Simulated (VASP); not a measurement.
# Ir (Pmma) in VASP: notebook, part 2 of 2

VASP 6.6.1.

### Step 3. Single point, PBEsol

INCAR reads:

```
ALGO = Normal ; EDIFF = 1E-7
ENCUT = 520 ; GGA = PS
ISIF = 2 ; ISMEAR = -1
LASPH = T ; LCHARG = F
LREAL = F ; LWAVE = F
NBANDS = 16 ; NELM = 80
PREC = Accurate ; SIGMA = 0.1
```

KPOINTS reads:

```
k-points
0
Gamma
  2 8 3
```

POSCAR reads:

```
Ir
1.0
   12.2384552500      0.0000000000      0.0000000000
    0.0000000000      2.2334312600      0.0000000000
    0.0000000000      0.0000000000      7.1930008000
Ir
2
Direct
    0.2499999998      0.0000000000      0.1639883997
    0.7500000002      0.0000000000      0.8360116003
```

Potentials or basis: VASP PAW PBE potentials, release 64 (Ir).

The run is started by

```
$ cat potpaw_PBE.64/Ir/POTCAR > POTCAR
$ mpirun -np 1 vasp_std > vasp.out
```

OUTCAR:

```text
EDIFF = 1E-7
   ENCUT = 520
   GGA = PS
   ISIF = 2
   ISMEAR = -1
   LASPH = T
   LREAL = F
   NELM = 80
   PREC = Accurate

 ion  position               nearest neighbor table
   1  0.250  0.000  0.164-
   2  0.750  0.000  0.836-

  LATTYP: Found a simple orthorhombic cell.
 ALAT       =     2.2334312600
 B/A-ratio  =     3.2206054105
 C/A-ratio  =     5.4796650648

  Lattice vectors:

 A1 = (   0.0000000000,   2.2334312600,   0.0000000000)
 A2 = (   0.0000000000,   0.0000000000,   7.1930008000)
 A3 = (  12.2384552500,   0.0000000000,   0.0000000000)

Analysis of symmetry for initial positions (statically):
=====================================================================
 Subroutine PRICEL returns:
 Original cell was already a primitive cell.

 Routine SETGRP: Setting up the symmetry group for a
 simple orthorhombic supercell.

[... 157 lines left out ...]
  ext. energy  EPLUGINS =         0.00000000
  ---------------------------------------------------
  free energy    TOTEN  =       -10.77845528 eV

  energy without entropy =      -10.48700832  energy(sigma->0) =      -10.63273180

 E-fermi :  -3.5393     XC(G=0):  -4.1467

 val. band max:       -3.7830475379   @ k =   0.5000   0.3750   0.3333
 cond. band min:      -3.4915865830   @ k =   0.5000   0.5000   0.0000
 fundamental gap:      0.2914609549
 Fermi energy:        -3.5392669503

 k-point     1 :       0.0000    0.0000    0.0000
  band No.  band energies     occupation
      1     -11.4987      2.00000
      2     -11.4983      2.00000
      3      -5.9012      2.00000
      4      -5.8451      2.00000
      5      -5.2350      2.00000
      6      -5.2314      2.00000
[... 357 lines left out ...]
      3      -8.5147      2.00000
      4      -8.5147      2.00000
      5      -3.4914      0.76515
      6      -3.4914      0.76515
[... 8 lines left out ...]
     15       7.1642      0.00000
     16       7.1642      0.00000

------------------------ aborting loop because EDIFF is reached ----------------------------------------

  FORCE on cell =-STRESS in cart. coord.  units (eV):
  Direction    XX          YY          ZZ          XY          YZ          ZX
  --------------------------------------------------------------------------------------
  -------------------------------------------------------------------------------------
  Total       -0.0336032      3.9918454     -0.0257397      0.0000000      0.0000000      0.0000000
  in kB       -0.2738310     32.5293203     -0.2097517      0.0000000      0.0000000      0.0000000
  external PRESSURE =      10.6819126 kB  Pullay stress =       0.0000000 kB

 VOLUME and BASIS-vectors are now :
 -----------------------------------------------------------------------------
  energy-cutoff  :      520.00
  volume of cell :      196.61
      direct lattice vectors                 reciprocal lattice vectors
    12.238455250  0.000000000  0.000000000     0.081709659  0.000000000  0.000000000
     0.000000000  2.233431260  0.000000000     0.000000000  0.447741562  0.000000000
     0.000000000  0.000000000  7.193000800     0.000000000  0.000000000  0.139024036

 POSITION                                       TOTAL-FORCE (eV/Angst)
 -----------------------------------------------------------------------------------
      3.05961      0.00000      1.17957        -0.000000      0.000000     -0.000853
      9.17884      0.00000      6.01343         0.000000      0.000000      0.000853
 -----------------------------------------------------------------------------------
    total drift:                               -0.000000      0.000000     -0.000000

  FREE ENERGIE OF THE ION-ELECTRON SYSTEM (eV)
  ---------------------------------------------------
  free  energy   TOTEN  =       -10.7784552814 eV

  energy  without entropy=      -10.4870083178  energy(sigma->0) =      -10.63273180
```

Wall time 24 s (1 thread of Intel Xeon 6975P-C (Granite Rapids), shared host); peak memory 0.31 GiB.

What came out:

- Free energy: -10.7785 eV
- Pressure: 1.1 GPa
- Band gap on the k mesh: zero (band 9 reaches -1.35 eV, above the bottom of band 10 at -4.43 eV)

Caveat: the PAW data sets were made with another functional, which shifts forces and pressure a little; spin-orbit coupling is left out, which moves the levels of the heavy elements.

### Step 4. Single point, PBEsol

INCAR reads:

```
ALGO = Normal
EDIFF = 1E-6
ENCUT = 520
GGA = PS
ISIF = 2
ISMEAR = -1
LASPH = True
LCHARG = False
LREAL = False
LWAVE = False
NBANDS = 16
NELM = 60
PREC = Accurate
SIGMA = 0.1
```

KPOINTS reads:

```
k-points
0
Gamma
  2 10 3
```

POSCAR is that of step 3.

Potentials or basis: VASP PAW PBE potentials, release 64 (Ir).

The run is started by

```
$ cat potpaw_PBE.64/Ir/POTCAR > POTCAR
$ mpirun -np 1 vasp_std > vasp.out
```

OUTCAR:

```text
EDIFF = 1E-6
   ENCUT = 520
   GGA = PS
   ISIF = 2
   ISMEAR = -1
   LASPH = True
   LREAL = False
   NELM = 60
   PREC = Accurate

 ion  position               nearest neighbor table
   1  0.250  0.000  0.164-
   2  0.750  0.000  0.836-

  LATTYP: Found a simple orthorhombic cell.
 ALAT       =     2.2334312600
 B/A-ratio  =     3.2206054105
 C/A-ratio  =     5.4796650648

  Lattice vectors:
[... 631 lines left out ...]
      6      -3.3312      0.79888
[... 8 lines left out ...]
     15       7.1948      0.00000
     16       7.1948      0.00000

------------------------ aborting loop because EDIFF is reached ----------------------------------------

  FORCE on cell =-STRESS in cart. coord.  units (eV):
  Direction    XX          YY          ZZ          XY          YZ          ZX
  --------------------------------------------------------------------------------------
  -------------------------------------------------------------------------------------
  Total       -0.0349370      3.3521462     -0.0261593      0.0000000      0.0000000     -0.0000000
  in kB       -0.2846998     27.3164483     -0.2131704      0.0000000      0.0000000     -0.0000000
  external PRESSURE =       8.9395260 kB  Pullay stress =       0.0000000 kB

 VOLUME and BASIS-vectors are now :
 -----------------------------------------------------------------------------
  energy-cutoff  :      520.00
  volume of cell :      196.61
      direct lattice vectors                 reciprocal lattice vectors
    12.238455250  0.000000000  0.000000000     0.081709659  0.000000000  0.000000000
     0.000000000  2.233431260  0.000000000     0.000000000  0.447741562  0.000000000
     0.000000000  0.000000000  7.193000800     0.000000000  0.000000000  0.139024036

 POSITION                                       TOTAL-FORCE (eV/Angst)
 -----------------------------------------------------------------------------------
      3.05961      0.00000      1.17957         0.000000      0.000000     -0.000904
      9.17884      0.00000      6.01343         0.000000      0.000000      0.000904
 -----------------------------------------------------------------------------------
    total drift:                               -0.000000      0.000000     -0.000000

  FREE ENERGIE OF THE ION-ELECTRON SYSTEM (eV)
  ---------------------------------------------------
  free  energy   TOTEN  =       -10.8875239723 eV

  energy  without entropy=      -10.6941636808  energy(sigma->0) =      -10.79084383
```

stdout:

```text
POSCAR found type information on POSCAR Ir
 POSCAR found :  1 types and       2 ions
 scaLAPACK will be used
 -----------------------------------------------------------------------------
|                                                                             |
|                                                                             |
|     You enforced a specific xc type in the INCAR file but a different       |
|     I HOPE YOU KNOW WHAT YOU ARE DOING!                                     |
|                                                                             |
 -----------------------------------------------------------------------------

 LDA part: xc-table for (Slater+PW92), standard interpolation
 POSCAR, INCAR and KPOINTS ok, starting setup
 FFT: planning ... GRIDC
 FFT: planning ... GRID_SOFT
 FFT: planning ... GRID
 WAVECAR not read
 entering main loop
```

It took 26 s on 1 thread of Intel Xeon 6975P-C (Granite Rapids), shared host; peak memory 0.31 GiB.

Results:

| Quantity | Value |
| --- | --- |
| Free energy | -10.8875 eV |
| Pressure | 0.9 GPa |
| Band gap on the k mesh | zero (band 9 reaches -1.10 eV, above the bottom of band 10 at -4.55 eV) |

Stress tensor (GPa, compression positive):
```
-0.03  0.00  0.00
 0.00  2.73  0.00
 0.00  0.00 -0.02
```

Caveat: the PAW data sets were made with another functional, which shifts forces and pressure a little; spin-orbit coupling is left out, which moves the levels of the heavy elements.

### Step 5. Overview

```tsv
k mesh	gap on the mesh (eV)	pressure (GPa)
2 × 6 × 2	none	0.1
2 × 8 × 3	none	1.1
2 × 10 × 3	none	0.9
```

Alike in all rows: task single point; level PBEsol; potentials or basis VASP PAW PBE potentials, release 64 (Ir); no spin polarisation; cell as given; cutoff (eV) 520; smearing fermi-dirac 0.1 eV.

Caveats: some runs use coarse meshes; the PAW data sets were made with another functional, which shifts forces and pressure a little; spin-orbit coupling is left out, which moves the levels of the heavy elements.

Total energies depend on the potentials used, so only differences within one code and one set of settings carry meaning.
